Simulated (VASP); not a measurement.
# BN (sol2) (P6_3mc) in VASP: further runs

The runs below take BN (sol2) through single point, with PBEsol.

Program: VASP 6.6.1. These are calculated values, not measurements. Logs are shortened: lines on timing, memory, paths and dates and some standing lists are left out, and cuts for length are marked.

### Step 1. The cell of the first run

It takes space group P6_3mc (No. 186, hexagonal). The conventional cell has a = 2.566 Å, b = 2.566 Å, c = 4.177 Å, α = 90.00°, β = 90.00°, γ = 120.00°. B (site symmetry 3m) has 4 N at 1.57 Å within 2.1 Å. Within 2.1 Å of N (site symmetry 3m) lie 4 B at 1.57 Å.

### Step 2. Single point, PBEsol (strained cell)

File INCAR:

```
PREC = Accurate
ENCUT = 520
EDIFF = 1E-6
ISMEAR = 0
SIGMA = 0.02
LREAL = F
LASPH = T
NELM = 60
ALGO = Normal
ISIF = 2
LWAVE = F
LCHARG = T
GGA = PS
LELF = T
LVHAR = T
NBANDS = 16
```

File KPOINTS:

```
Automatic mesh
0
Gamma
  9 9 6
```

File POSCAR:

```
BN
1.0
    2.5659661646      0.0000000000      0.0000000000
   -1.2829830823      2.2221918838      0.0000000000
    0.0000000000      0.0000000000      4.1774383972
B N
2 2
Direct
    0.3333333333      0.6666666667     -0.0004190648
    0.6666666667      0.3333333333      0.4995809352
    0.3333333333      0.6666666667      0.3744190648
    0.6666666667      0.3333333333      0.8744190648
```

Potentials or basis: VASP PAW PBE potentials, release 64 (B, N).

Started as:

```console
$ cat potpaw_PBE.64/B/POTCAR potpaw_PBE.64/N/POTCAR > POTCAR
$ mpirun -np 1 vasp_std > vasp.out
```

OUTCAR:

```text
PREC = Accurate
   ENCUT = 520
   EDIFF = 1E-6
   ISMEAR = 0
   LREAL = F
   LASPH = T
   NELM = 60
   ISIF = 2
   GGA = PS

 ion  position               nearest neighbor table
   1  0.333  0.667  1.000-   3 1.57   4 1.57   4 1.57   4 1.57
   2  0.667  0.333  0.500-   4 1.57   3 1.57   3 1.57   3 1.57
   3  0.333  0.667  0.374-   1 1.57   2 1.57   2 1.57   2 1.57
   4  0.667  0.333  0.874-   2 1.57   1 1.57   1 1.57   1 1.57

  LATTYP: Found a hexagonal cell.
 ALAT       =     2.5659661646
 C/A-ratio  =     1.6280177248

  Lattice vectors:

 A1 = (   2.5659661646,   0.0000000000,   0.0000000000)
 A2 = (  -1.2829830823,   2.2221918838,   0.0000000000)
 A3 = (   0.0000000000,   0.0000000000,   4.1774383972)

Analysis of symmetry for initial positions (statically):
=====================================================================
 Subroutine PRICEL returns:
 Original cell was already a primitive cell.

 Routine SETGRP: Setting up the symmetry group for a
 hexagonal supercell.

 Subroutine GETGRP returns: Found 12 space group operations
 (whereof  6 operations were pure point group operations)
 out of a pool of 24 trial point group operations.

The static configuration has the point symmetry C_3v.
 The point group associated with its full space group is C_6v.

Analysis of symmetry for dynamics (positions and initial velocities):
=====================================================================
 Subroutine PRICEL returns:
 Original cell was already a primitive cell.

 Routine SETGRP: Setting up the symmetry group for a
 hexagonal supercell.

 Subroutine GETGRP returns: Found 12 space group operations
 (whereof  6 operations were pure point group operations)
 out of a pool of 24 trial point group operations.

The dynamic configuration has the point symmetry C_3v.
 The point group associated with its full space group is C_6v.

 Subroutine INISYM returns: Found 12 space group operations
 (whereof  6 operations are pure point group operations),
 and found     1 'primitive' translations

----------------------------------------------------------------------------------------

                                     Primitive cell

  volume of cell :      23.8200

  direct lattice vectors                    reciprocal lattice vectors
     2.565966165  0.000000000  0.000000000     0.389716752  0.225003072  0.000000000
    -1.282983082  2.222191884  0.000000000     0.000000000  0.450006144  0.000000000
     0.000000000  0.000000000  4.177438397     0.000000000  0.000000000  0.239381148

  length of vectors
     2.565966165  2.565966165  4.177438397     0.450006144  0.450006144  0.239381148

  position of ions in fractional coordinates (direct lattice)
     0.333333333  0.666666667  0.999580935
     0.666666667  0.333333333  0.499580935
     0.333333333  0.666666667  0.374419065
     0.666666667  0.333333333  0.874419065

  ion indices of the primitive-cell ions
   primitive index   ion index
                 1           1
                 2           2
                 3           3
                 4           4

----------------------------------------------------------------------------------------

 KPOINTS: Automatic mesh

Automatic generation of k-mesh.
 Grid dimensions read from file:
 generate k-points for:    9    9    6

 Generating k-lattice:

  Cartesian coordinates                     Fractional coordinates (reciprocal lattice)
     0.043301861  0.025000341  0.000000000     0.111111111  0.000000000  0.000000000
     0.000000000  0.050000683  0.000000000     0.000000000  0.111111111  0.000000000
     0.000000000  0.000000000  0.039896858     0.000000000  0.000000000  0.166666667

  Length of vectors
     0.050000683  0.050000683  0.039896858

  Shift w.r.t. Gamma in fractional coordinates (k-lattice)
     0.000000000  0.000000000  0.000000000

 Subroutine IBZKPT returns following result:
 ===========================================

 Found     48 irreducible k-points:

 Following reciprocal coordinates:
            Coordinates               Weight
  0.000000  0.000000  0.000000      1.000000
  0.111111  0.000000  0.000000      6.000000
  0.222222  0.000000  0.000000      6.000000
  0.333333  0.000000  0.000000      6.000000
  0.444444  0.000000  0.000000      6.000000
  0.111111  0.111111  0.000000      6.000000
[... 16 lines left out ...]
  0.333333  0.222222  0.166667     24.000000
  0.333333  0.333333  0.166667      4.000000
 [... further k-points ...]
   k-points           NKPTS =     48   k-points in BZ     NKDIM =     48   number of bands    NBANDS=     16
   number of dos      NEDOS =    301   number of ions     NIONS =      4
   total plane-waves  NPLWV =  12800
   dimension x,y,z NGX =    20 NGY =   20 NGZ =   32
   dimension x,y,z NGXF=    40 NGYF=   40 NGZF=   64
   ions per type =               2   2
   NGX,Y,Z   is equivalent  to a cutoff of  12.96, 12.96, 12.73 a.u.
   NGXF,Y,Z  is equivalent  to a cutoff of  25.92, 25.92, 25.47 a.u.
 SYSTEM =  unknown system
   PREC   = accura    normal or accurate (medium, high low for compatibility)
   ISTART =      0    job   : 0-new  1-cont  2-samecut
   ICHARG =      2    charge: 1-file 2-atom 10-const
   ISPIN  =      1    spin polarized calculation?
   LNONCOLLINEAR =      F non collinear calculations
   LSORBIT =      F    spin-orbit coupling
   LASPH  =      T    aspherical Exc in radial PAW
   ENCUT  =  520.0 eV  38.22 Ry    6.18 a.u.   4.77  4.77  7.77*2*pi/ulx,y,z
   NELM   =     60;   NELMIN=  2; NELMDL= -5     # of ELM steps
   EDIFF  = 0.1E-05   stopping-criterion for ELM
   LREAL  =      F    real-space projection
   EDIFFG = 0.1E-04   stopping-criterion for IOM
   NSW    =      0    number of steps for IOM
   IBRION =     -1    ionic relax: 0-MD 1-quasi-New 2-CG
   NFREE  =      0    steps in history (QN), initial steepest desc. (CG)
   ISIF   =      2    stress and relaxation
   ISYM   =      2    0-nonsym 1-usesym 2-fastsym
   POTIM  = 0.5000    time-step for ionic-motion
   TEBEG  =    0.0;   TEEND  =   0.0 temperature during run
   PSTRESS=    0.0 pullay stress
   NELECT =      16.0000    total number of electrons
   NUPDOWN=      -1.0000    fix difference up-down
   EMIN   =  10.00;   EMAX   =-10.00  energy-range for DOS
   EFERMI =   0.00;   METHOD = LEGACY
   ISMEAR =     0;   SIGMA  =   0.02  broadening in eV -4-tet -1-fermi 0-gaus
   EFERMI_NEDOS =   21; number of points for ismear=-14 and -15
   IALGO  =     38    algorithm
   IMIX   =      4    mixing-type and parameters
     AMIX     =   0.40;   BMIX     =  1.00
     AMIX_MAG =   1.60;   BMIX_MAG =  1.00
  volume/ion in A,a.u.               =       5.96        40.19
  Fermi-wavevector in a.u.,A,eV,Ry     =   1.433730  2.709356 27.967879  2.055581
  Thomas-Fermi vector in A             =   2.553216
   LORBIT       =      0    0 simple, 1 ext, 2 COOP (PROOUT), +10 PAW based schemes
   GGA     = PS    functional components
   LHFCALC =     F    Hartree Fock is set to
   AEXX    =    0.0000 exact exchange contribution
   IVDW    =     0    specifies the selected vdW correction
   LEPSILON=     F    determine dielectric tensor
   LRPA    =     F    only Hartree local field effects (RPA)
 non-spin polarized calculation
 Gauss-broadening in eV      SIGMA  =   0.02
  energy-cutoff  :      520.00
  volume of cell :       23.82
 maximum number of plane-waves:       652
 NGX is ok and might be reduce to    20
   NGX =  9   NGY =  9   NGZ = 15

 number of electron      16.0000001 magnetization

 Free energy of the ion-electron system (eV)
  ---------------------------------------------------
  ext. energy  EPLUGINS =         0.00000000
  ---------------------------------------------------
  free energy    TOTEN  =       -36.61053527 eV

  energy without entropy =      -36.61053527  energy(sigma->0) =      -36.61053527

 E-fermi :   7.5296     XC(G=0): -12.9656

 val. band max:        7.4033256029   @ k =   0.0000   0.0000   0.0000
 cond. band min:      12.4501491942   @ k =   0.3333   0.3333   0.0000
 fundamental gap:      5.0468235913
 Fermi energy:         7.5295937125

 k-point     1 :       0.0000    0.0000    0.0000
  band No.  band energies     occupation
      1     -12.9174      2.00000
      2      -8.6101      2.00000
      3      -3.4761      2.00000
      4       5.1691      2.00000
      5       5.1691      2.00000
      6       7.1956      2.00000
[... 8 lines left out ...]
     15      19.1876      0.00000
     16      23.5745      0.00000

 k-point     2 :       0.1111    0.0000    0.0000
  band No.  band energies     occupation
      1     -12.6527      2.00000
      2      -8.4121      2.00000
      3      -3.2148      2.00000
      4       4.0038      2.00000
      5       4.6949      2.00000
      6       6.4348      2.00000
[... 8 lines left out ...]
     15      19.9396      0.00000
     16      23.1367      0.00000

 k-point     3 :       0.2222    0.0000    0.0000
  band No.  band energies     occupation
      1     -11.8742      2.00000
      2      -7.8767      2.00000
      3      -2.4501      2.00000
      4       1.5416      2.00000
      5       3.7349      2.00000
      6       4.3008      2.00000
[... 8 lines left out ...]
     15      21.7241      0.00000
     16      22.3889      0.00000

 k-point     4 :       0.3333    0.0000    0.0000
  band No.  band energies     occupation
      1     -10.6486      2.00000
      2      -7.2823      2.00000
      3      -1.2857      2.00000
      4      -0.7983      2.00000
      5       1.9754      2.00000
      6       2.8779      2.00000
[... 8 lines left out ...]
     15      23.2834      0.00000
     16      23.6606      0.00000
[... 324 lines left out ...]
 k-point    22 :       0.2222    0.2222    0.1667
  band No.  band energies     occupation
      1      -9.8146      2.00000
      2      -7.3175      2.00000
      3      -1.1037      2.00000
      4      -0.0438      2.00000
      5       0.7716      2.00000
      6       1.9015      2.00000
[... 8 lines left out ...]
     15      22.6080      0.00000
     16      23.5041      0.00000

 k-point    23 :       0.3333    0.2222    0.1667
  band No.  band energies     occupation
      1      -8.5254      2.00000
      2      -7.2476      2.00000
      3      -1.7060      2.00000
      4      -0.5963      2.00000
      5       0.4068      2.00000
      6       1.7661      2.00000
[... 8 lines left out ...]
     15      23.1388      0.00000
     16      23.7360      0.00000

 k-point    24 :       0.3333    0.3333    0.1667
  band No.  band energies     occupation
      1      -7.6134      2.00000
      2      -7.6134      2.00000
      3      -1.6921      2.00000
      4      -0.3846      2.00000
      5      -0.3846      2.00000
      6       1.6753      2.00000
[... 8 lines left out ...]
     15      23.3413      0.00000
     16      23.3413      0.00000

 [... further k-points ...]

------------------------ aborting loop because EDIFF is reached ----------------------------------------

  FORCE on cell =-STRESS in cart. coord.  units (eV):
  Direction    XX          YY          ZZ          XY          YZ          ZX
  --------------------------------------------------------------------------------------
  -------------------------------------------------------------------------------------
  Total       -1.3880780     -1.3880780      0.8650341      0.0000000      0.0000000     -0.0000000
  in kB      -93.3645290    -93.3645290     58.1836935      0.0000000      0.0000000     -0.0000000
  external PRESSURE =     -42.8484548 kB  Pullay stress =       0.0000000 kB

 VOLUME and BASIS-vectors are now :
 -----------------------------------------------------------------------------
  energy-cutoff  :      520.00
  volume of cell :       23.82
      direct lattice vectors                 reciprocal lattice vectors
     2.565966165  0.000000000  0.000000000     0.389716752  0.225003072  0.000000000
    -1.282983082  2.222191884  0.000000000     0.000000000  0.450006144  0.000000000
     0.000000000  0.000000000  4.177438397     0.000000000  0.000000000  0.239381148

 POSITION                                       TOTAL-FORCE (eV/Angst)
 -----------------------------------------------------------------------------------
     -0.00000      1.48146      4.17569        -0.000000      0.000000     -0.001741
      1.28298      0.74073      2.08697         0.000000      0.000000     -0.001741
     -0.00000      1.48146      1.56411        -0.000000      0.000000      0.001741
      1.28298      0.74073      3.65283         0.000000     -0.000000      0.001741
 -----------------------------------------------------------------------------------
    total drift:                               -0.000000     -0.000000     -0.000180

  FREE ENERGIE OF THE ION-ELECTRON SYSTEM (eV)
  ---------------------------------------------------
  free  energy   TOTEN  =       -36.6105352654 eV

  energy  without entropy=      -36.6105352654  energy(sigma->0) =      -36.61053527
```

Wall time 6.5 s (1 thread of Intel Xeon 6975P-C (Granite Rapids), shared host); peak memory 0.13 GiB.

What came out:

* Free energy: -36.6105 eV
* Pressure: -4.3 GPa
* Band gap on the k mesh: 5.05 eV, indirect (least direct gap 8.06 eV)

Stress tensor (GPa, compression positive):
```
-9.34  0.00  0.00
 0.00 -9.34  0.00
 0.00  0.00  5.82
```

Caveat: the cell differs from its parent crystal (strained cell); the PAW data sets were made with another functional, which shifts forces and pressure a little.

### Step 3. Single point, PBEsol (strained cell)

File INCAR:

```
ALGO = Normal
EDIFF = 1E-6
ENCUT = 520
GGA = PS
ISIF = 2
ISMEAR = 0
LASPH = True
LCHARG = False
LREAL = False
LWAVE = False
NBANDS = 16
NELM = 80
PREC = Accurate
SIGMA = 0.02
```

File KPOINTS:

```
k-points
0
Gamma
  9 9 6
```

File POSCAR:

```
BN
1.0
    2.5659661646      0.0000000000      0.0000000000
   -1.2829830823      2.2221918838      0.0000000000
    0.0000000000      0.0000000000      4.1997158974
B N
2 2
Direct
    0.3333333333      0.6666666667     -0.0003696468
    0.6666666667      0.3333333333      0.4996303532
    0.3333333333      0.6666666667      0.3743696468
    0.6666666667      0.3333333333      0.8743696468
```

Potentials or basis: VASP PAW PBE potentials, release 64 (B, N).

Started as:

```console
$ cat potpaw_PBE.64/B/POTCAR potpaw_PBE.64/N/POTCAR > POTCAR
$ mpirun -np 1 vasp_std > vasp.out
```

OUTCAR:

```text
EDIFF = 1E-6
   ENCUT = 520
   GGA = PS
   ISIF = 2
   ISMEAR = 0
   LASPH = True
   LREAL = False
   NELM = 80
   PREC = Accurate

 ion  position               nearest neighbor table
   1  0.333  0.667  1.000-   4 1.57   4 1.57   4 1.57   3 1.57
   2  0.667  0.333  0.500-   3 1.57   3 1.57   3 1.57   4 1.57
   3  0.333  0.667  0.374-   2 1.57   2 1.57   2 1.57   1 1.57
   4  0.667  0.333  0.874-   1 1.57   1 1.57   1 1.57   2 1.57

  LATTYP: Found a hexagonal cell.
[... 657 lines left out ...]
  FORCE on cell =-STRESS in cart. coord.  units (eV):
  Direction    XX          YY          ZZ          XY          YZ          ZX
  --------------------------------------------------------------------------------------
  -------------------------------------------------------------------------------------
  Total       -1.4374245     -1.4374245      0.0368288     -0.0000000      0.0000000      0.0000000
  in kB      -96.1708027    -96.1708027      2.4640307     -0.0000000      0.0000000      0.0000000
  external PRESSURE =     -63.2925249 kB  Pullay stress =       0.0000000 kB

 VOLUME and BASIS-vectors are now :
 -----------------------------------------------------------------------------
  energy-cutoff  :      520.00
  volume of cell :       23.95
      direct lattice vectors                 reciprocal lattice vectors
     2.565966165  0.000000000  0.000000000     0.389716752  0.225003072  0.000000000
    -1.282983082  2.222191884  0.000000000     0.000000000  0.450006144  0.000000000
     0.000000000  0.000000000  4.199715897     0.000000000  0.000000000  0.238111345

 POSITION                                       TOTAL-FORCE (eV/Angst)
 -----------------------------------------------------------------------------------
     -0.00000      1.48146      4.19816         0.000000     -0.000000      0.000253
      1.28298      0.74073      2.09831        -0.000000      0.000000      0.000253
     -0.00000      1.48146      1.57225         0.000000     -0.000000     -0.000253
      1.28298      0.74073      3.67210        -0.000000      0.000000     -0.000253
 -----------------------------------------------------------------------------------
    total drift:                               -0.000000     -0.000000     -0.000259

  FREE ENERGIE OF THE ION-ELECTRON SYSTEM (eV)
  ---------------------------------------------------
  free  energy   TOTEN  =       -36.6131048350 eV

  energy  without entropy=      -36.6131048350  energy(sigma->0) =      -36.61310484
```

stdout:

```text
POSCAR found type information on POSCAR B N
 POSCAR found :  2 types and       4 ions
 scaLAPACK will be used
 -----------------------------------------------------------------------------
|                                                                             |
|                                                                             |
|     You enforced a specific xc type in the INCAR file but a different       |
|     I HOPE YOU KNOW WHAT YOU ARE DOING!                                     |
|                                                                             |
 -----------------------------------------------------------------------------

 LDA part: xc-table for (Slater+PW92), standard interpolation
 POSCAR, INCAR and KPOINTS ok, starting setup
 FFT: planning ... GRIDC
 FFT: planning ... GRID_SOFT
 FFT: planning ... GRID
 WAVECAR not read
 entering main loop
```

Run time: 6.3 s. Hardware: 1 thread of Intel Xeon 6975P-C (Granite Rapids), shared host; peak memory 0.13 GiB.

What came out:

```yaml
Free_energy: -36.6131 eV
Pressure: -6.3 GPa
Band_gap_on_the_k_mesh: 5.03 eV, indirect (least direct gap 8.07 eV)
```

Stress tensor (GPa, compression positive):
```
-9.62  0.00  0.00
 0.00 -9.62  0.00
 0.00  0.00  0.25
```

Caveat: the cell differs from its parent crystal (strained cell); the PAW data sets were made with another functional, which shifts forces and pressure a little. A k mesh can miss the band edges.

[end of part 1 of 2]
